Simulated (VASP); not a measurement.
Write the native input for VASP 6.6.1 that does the following.

| Item | Value |
| --- | --- |
| Task | single point |
| Functional | PBEsol |
| Potentials or basis | VASP PAW PBE potentials, release 64 (Mn_pv, Br) |
| Cutoff | 520 eV |
| k mesh | 6 × 6 × 6 |
| Occupations | gaussian, width 0.05 eV |
| Spin | collinear spin, ferromagnetic start |
| Starting moments | [4.03, 0.0, 0.0, 0.0] μB |
| Dipole correction | no |
| Further INCAR settings | ALGO = Normal; EDIFF = 1e-07; NBANDS = 29 |

The structure of MnBr3 lies in POSCAR:

```
MnBr3
1.0
    4.9587822328      0.0000000000      0.0000000000
    0.0000000000      4.9587822328      0.0000000000
    0.0000000000      0.0000000000      4.9587822328
Mn Br
1 3
Direct
    0.0000000000      0.0000000000      0.0000000000
    0.5000000000      0.0000000000      0.0000000000
    0.0000000000      0.0000000000      0.5000000000
    0.0000000000      0.5000000000      0.0000000000
```

One way to write it, as run:

INCAR

```
PREC = Accurate
ENCUT = 520
EDIFF = 1E-7
ISMEAR = 0
SIGMA = 0.05
LREAL = F
LASPH = T
NELM = 150
ALGO = Normal
ISIF = 2
LWAVE = F
LCHARG = F
ISPIN = 2
MAGMOM = 4.03 0 0 0
LORBIT = 11
LMAXMIX = 4
GGA = PS
NBANDS = 29
```

KPOINTS

```
Automatic mesh
0
Gamma
  6 6 6
```

Potentials or basis: VASP PAW PBE potentials, release 64 (Mn_pv, Br).

Launch:

```bash
$ cat potpaw_PBE.64/Mn_pv/POTCAR potpaw_PBE.64/Br/POTCAR > POTCAR
$ mpirun -np 1 vasp_std > vasp.out
```

It gave:

The pressure is 0.9 GPa, the net moment is 4.16 μB per cell and the site moments are Mn +3.72; Br +0.06 μB. The valence electrons inside the program's atomic spheres are Mn 11.41; Br 4.84.

Caveat: the PAW data sets were made with another functional, which shifts forces and pressure a little.

It took 4.7 min on 1 thread of Intel Xeon 8259CL, with other jobs on the host, peak memory 0.34 GiB.
